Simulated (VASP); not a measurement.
Wanted: the native input for a VASP 6.6.1 run.

* Task: single point
* Functional: HSE06
* Potentials or basis: VASP PAW PBE potentials, release 64 (Si, C)
* Cutoff: 520 eV
* k mesh: 8 × 8 × 8
* Occupations: gaussian, width 0.01 eV
* Spin: no spin polarisation
* Dipole correction: no
* Grid for exact exchange (PRECFOCK): Normal
* Further INCAR settings: ALGO = Normal; EDIFF = 1e-06; NBANDS = 11
* Share of exact exchange: 0.25
* Screening parameter: 0.2079 1/Å

SiC:

```xyz
2
Lattice="0.0000 2.1781 2.2434 2.1781 0.0000 2.2434 2.1781 2.1781 0.0000" Properties=species:S:1:pos:R:3 pbc="T T T"
Si    0.0000    0.0000    0.0000
C     1.0890    1.0890    1.1217
```

This cell differs from its parent crystal: uniaxial z strain +3.0%.

The input as run:

POSCAR

```
SiC
1.0
    0.0000000000      2.1780523510      2.2433939216
    2.1780523510      0.0000000000      2.2433939216
    2.1780523510      2.1780523510      0.0000000000
Si C
1 1
Direct
    0.0000000000      0.0000000000      0.0000000000
    0.2500000000      0.2500000000      0.2500000000
```

INCAR.step1

```
PREC = Accurate
ENCUT = 520
EDIFF = 1E-5
ISMEAR = 0
SIGMA = 0.01
LREAL = False
LASPH = True
NELM = 100
ALGO = Normal
ISIF = 2
LWAVE = True
LCHARG = False
NBANDS = 11
GGA = PE
```

INCAR.step2

```
PREC = Accurate
ENCUT = 520
EDIFF = 1E-6
ISMEAR = 0
SIGMA = 0.01
LREAL = False
LASPH = True
NELM = 100
ALGO = Normal
ISIF = 2
LWAVE = False
LCHARG = False
GGA = PE
LHFCALC = True
HFSCREEN = 0.2079
PRECFOCK = Normal
NBANDS = 11
ISTART = 1
```

KPOINTS

```
Automatic mesh
0
Gamma
  8 8 8
```

Potentials or basis: VASP PAW PBE potentials, release 64 (Si, C).

Command:

```sh
$ cat potpaw_PBE.64/Si/POTCAR potpaw_PBE.64/C/POTCAR > POTCAR
$ cp INCAR.step1 INCAR
$ mpirun -np 1 vasp_std > vasp.out
$ cp INCAR.step2 INCAR
$ mpirun -np 1 vasp_std > vasp.out
```

It gave:

```yaml
Pressure: -7.9 GPa
Band_gap_on_the_k_mesh: 2.09 eV (least direct gap 5.65 eV)
```

Caveat: the cell differs from its parent crystal (uniaxial z strain +3.0%); the cell stands under tension; the PAW data sets were made with another functional, which shifts forces and pressure a little.

Wall time 35 min on 1 thread of Oxide Virtual Turin-like Processor (shared host), peak memory 0.23 GiB.
